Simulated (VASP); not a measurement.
A run of VASP 6.6.1 is set up as follows.

INCAR

```
  PREC = Accurate
  ENCUT = 520
  EDIFF = 1E-6
  ISMEAR = -1
  SIGMA = 0.1
  LREAL = F
  LASPH = T
  NELM = 100
  ALGO = Normal
  ISIF = 2
  LWAVE = F
  LCHARG = F
  GGA = PE
  NBANDS = 13
```

Contents of KPOINTS:

```
Automatic mesh
0
Gamma
  15 15 15
```

POSCAR

```
Ge
1.0
   -1.7347219472      1.7347219472      1.7347219472
    1.7347219472     -1.7347219472      1.7347219472
    1.7347219472      1.7347219472     -1.7347219472
Ge
1
Direct
    0.0000000000      0.0000000000      0.0000000000
```

Potentials or basis: VASP PAW PBE potentials, release 64 (Ge_d).

Run with:

```console
$ cat potpaw_PBE.64/Ge_d/POTCAR > POTCAR
$ mpirun -np 1 vasp_std > vasp.out
```

(1) What does it give for the pressure?

(2) What does it give for the band gap on the k mesh?

Answers

(1) -4.4 GPa.

(2) zero (band 7 reaches 13.90 eV, above the bottom of band 8 at 3.10 eV).
